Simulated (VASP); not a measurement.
Here is a VASP 6.6.1 calculation.

INCAR

```
SYSTEM = Ta
  PREC = Accurate
  ENCUT = 520
  EDIFF = 1E-6
  ISMEAR = -1
  SIGMA = 0.15
  LREAL = .False.
  LASPH = .True.
  NELM = 80
  ALGO = Normal
  ISIF = 2
  LWAVE = .False.
  LCHARG = .True.
  GGA = PE
  LELF = .True.
  LVHAR = .True.
  NBANDS = 12
```

KPOINTS

```
regular mesh
0
Gamma
  10 10 10
  0 0 0
```

POSCAR

```
Ta
1.0
   -1.6941894487      1.6941894487      1.6941894487
    1.6941894487     -1.6941894487      1.6941894487
    1.6941894487      1.6941894487     -1.6941894487
Ta
1
Direct
    0.0000000000      0.0000000000      0.0000000000
```

Potentials or basis: VASP PAW PBE potentials, release 64 (Ta_pv).

Launch:

```console
$ cat potpaw_PBE.64/Ta_pv/POTCAR > POTCAR
$ mpirun -np 1 vasp_std > vasp.out
```

Problem. Estimate the pressure.

Solution. -10.0 GPa.
